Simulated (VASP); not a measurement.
## C: single point with PBE

Crystal: C.

```
CELL_PARAMETERS angstrom
0.00000 1.78581 1.78581
1.78581 0.00000 1.78581
1.78581 1.78581 0.00000
ATOMIC_POSITIONS crystal
C 0.00000 0.00000 0.00000
C 0.25000 0.25000 0.25000
```

```
Program                : VASP 6.6.1
Task                   : single point
Functional             : PBE
Potentials or basis    : VASP PAW PBE potentials, release 64 (C)
Cutoff                 : 600 eV
k mesh                 : 12 × 12 × 12
Occupations            : gaussian, width 0.02 eV
Spin                   : no spin polarisation
Dipole correction      : no
Further INCAR settings : ALGO = Normal; EDIFF = 1e-06; NBANDS = 11
```

```
Pressure               : 0.0 GPa
Band gap on the k mesh : 4.14 eV (least direct gap 5.58 eV)
```

Levels at points of the mesh, in eV from the valence-band top:
| k point | band 1 | band 2 | band 3 | band 4 | band 5 | band 6 | band 7 | band 8 | band 9 |
| --- | --- | --- | --- | --- | --- | --- | --- | --- | --- |
| (0.00, 0.00, 0.00) | -21.42 | 0.00 | 0.00 | 0.00 | 5.58 | 5.58 | 5.58 | 13.24 | 19.24 |
| (0.50, 0.00, 0.00) | -15.67 | -13.33 | -2.79 | -2.79 | 8.44 | 8.44 | 8.79 | 15.66 | 21.83 |
| (0.50, 0.50, 0.00) | -12.74 | -12.74 | -6.27 | -6.27 | 4.75 | 4.75 | 16.74 | 16.74 | 23.15 |

Wall time 7.9 s on 1 thread of AMD EPYC 7R43 64-Core Processor (Zen 3), on a shared host, peak memory 0.08 GiB.

A k mesh can miss the band edges.
